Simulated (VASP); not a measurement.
Wanted: the native input for a VASP 6.6.1 run.

```
Task                   : single point
Functional             : PBE
Dispersion             : D3(BJ)
Potentials or basis    : VASP PAW PBE potentials, release 64 (Na_pv, I)
Cutoff                 : 520 eV
k mesh                 : 6 × 6 × 4
Occupations            : gaussian, width 0.05 eV
Spin                   : no spin polarisation
Dipole correction      : no
Further INCAR settings : ALGO = Normal; EDIFF = 1e-07; NBANDS = 22
```

The structure of NaI lies in POSCAR:

```
NaI
1.0
    4.7524803721      0.0000000000      0.0000000000
    0.0000000000      4.3900376862      0.0000000000
    0.0000000000      0.0000000000      7.3767177728
Na I
2 2
Direct
    0.2500000000      0.5000000000      0.2750310000
    0.7500000000      0.5000000000      0.7249690000
    0.2500000000      0.0000000000      0.7424270000
    0.7500000000      0.0000000000      0.2575730000
```

This cell differs from its parent crystal: ratio of the length along z to the lengths across it x 0.92, volume and fractional coordinates fixed.

One way to write it, as run:

INCAR

```
SYSTEM = NaI
PREC     = Accurate       ! precision mode
ENCUT    = 520            ! plane-wave cutoff, eV
EDIFF    = 1E-7           ! SCF threshold, eV
ISMEAR   = 0              ! smearing method
SIGMA    = 0.05           ! smearing width, eV
LREAL    = .FALSE.        ! projectors in reciprocal space
LASPH    = .TRUE.         ! aspherical terms in the spheres
NELM     = 60             ! most SCF steps
ALGO     = Normal         ! electronic algorithm
ISIF     = 2              ! what is computed and relaxed
LWAVE    = .FALSE.        ! write WAVECAR
LCHARG   = .FALSE.        ! write CHGCAR
GGA      = PE             ! functional
IVDW     = 12             ! dispersion correction
NBANDS   = 22             ! bands
```

KPOINTS

```
Automatic mesh
0
G
  6 6 4
  0 0 0
```

Potentials or basis: VASP PAW PBE potentials, release 64 (Na_pv, I).

The run is started by

```console
$ cat potpaw_PBE.64/Na_pv/POTCAR potpaw_PBE.64/I/POTCAR > POTCAR
$ mpirun -np 1 vasp_std > vasp.out
```

Results of the run:

```yaml
Pressure: -1.5 GPa
Largest_force: 0.039 eV/Å
Band_gap_on_the_k_mesh: 2.40 eV (least direct gap 2.58 eV)
Dispersion_energy_per_atom: -0.221 eV
```

Caveat: spin-orbit coupling is left out, which moves the levels of the heavy elements.

Wall time 50 s on 1 thread of Intel(R) Xeon(R) 6975P-C (Granite Rapids), on a shared host, peak memory 0.33 GiB.
